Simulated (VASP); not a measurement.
Set up this calculation in VASP 6.6.1, as the native input.

| Item | Value |
| --- | --- |
| Task | single point |
| Functional | PBE |
| Potentials or basis | VASP PAW PBE potentials, release 64 (Al, N) |
| Cutoff | 520 eV |
| k mesh | 6 × 6 × 4 |
| Occupations | gaussian, width 0.02 eV |
| Spin | no spin polarisation |
| Dipole correction | no |
| Further INCAR settings | ALGO = Normal; EDIFF = 1e-06; NBANDS = 16 |

The structure of AlN lies in POSCAR:

```
AlN
1.0
    3.1302455677      0.0000000000      0.0000000000
   -1.5651227838      2.7108721817      0.0000000000
    0.0000000000      0.0000000000      5.0179604231
Al N
2 2
Direct
    0.3333333333      0.6666666667     -0.0007713538
    0.6666666667      0.3333333333      0.4992286462
    0.3333333333      0.6666666667      0.3807713538
    0.6666666667      0.3333333333      0.8807713538
```

The input as run:

INCAR

```
PREC     = Accurate       # precision mode
ENCUT    = 520            # plane-wave cutoff, eV
EDIFF    = 1E-6           # SCF threshold, eV
ISMEAR   = 0              # smearing method
SIGMA    = 0.02           # smearing width, eV
LREAL    = F              # projectors in reciprocal space
LASPH    = T              # aspherical terms in the spheres
NELM     = 100            # most SCF steps
ALGO     = Normal         # electronic algorithm
ISIF     = 2              # what is computed and relaxed
LWAVE    = F              # write WAVECAR
LCHARG   = F              # write CHGCAR
GGA      = PE             # functional
NBANDS   = 16             # bands
```

KPOINTS

```
Automatic mesh
0
Gamma
  6 6 4
```

Potentials or basis: VASP PAW PBE potentials, release 64 (Al, N).

Launch:

```bash
$ cat potpaw_PBE.64/Al/POTCAR potpaw_PBE.64/N/POTCAR > POTCAR
$ mpirun -np 1 vasp_std > vasp.out
```

Results of the run:

```json
{
  "Pressure": "-0.3 GPa",
  "Band gap on the k mesh": "4.04 eV, direct"
}
```

Run time: 22 s on 1 thread of AMD EPYC 7R43 64-Core Processor (Zen 3), with other jobs on the host, peak memory 0.12 GiB.
